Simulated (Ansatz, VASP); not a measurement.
## One calculation of Si, two programs

```
CELL_PARAMETERS angstrom
3.86794 0.00000 0.00000
-1.93397 3.34973 0.00000
0.00000 0.00000 25.26402
ATOMIC_POSITIONS crystal
Si 0.33333 0.66667 0.30119
Si 0.00000 0.00000 0.32718
Si 0.00000 0.00000 0.42228
Si 0.66667 0.33333 0.45292
Si 0.66667 0.33333 0.54708
Si 0.33333 0.66667 0.57772
Si 0.33333 0.66667 0.67282
Si 0.00000 0.00000 0.69881
```

Alike in both runs: functional PBE; k mesh 9 × 9 × 1; occupations gaussian, width 0.05 eV; no spin polarisation.

Ansatz relaxed the structure, and its values are those at the end. VASP's run is a single point on that final structure, the one shown.

|  | VASP | Ansatz |
| --- | --- | --- |
| version | VASP 6.6.1 | Ansatz 0.2.0 |
| potentials or method | VASP PAW PBE potentials, release 64 (Si), cutoff 520 eV | scalar-relativistic, plane waves, PAW |
| valence electrons in the cell | 32 | 32 |

```csv
,VASP,Ansatz,Ansatz less VASP
gap on the k mesh at the Fermi level (eV),none,none,-
rms of the force components (eV/Å),0.003,0.001,-0.0019
"work function, face that differs most (eV)",4.70,4.70,-0.003
```

A gap of «none» marks a metal or a gap that the smearing closes.
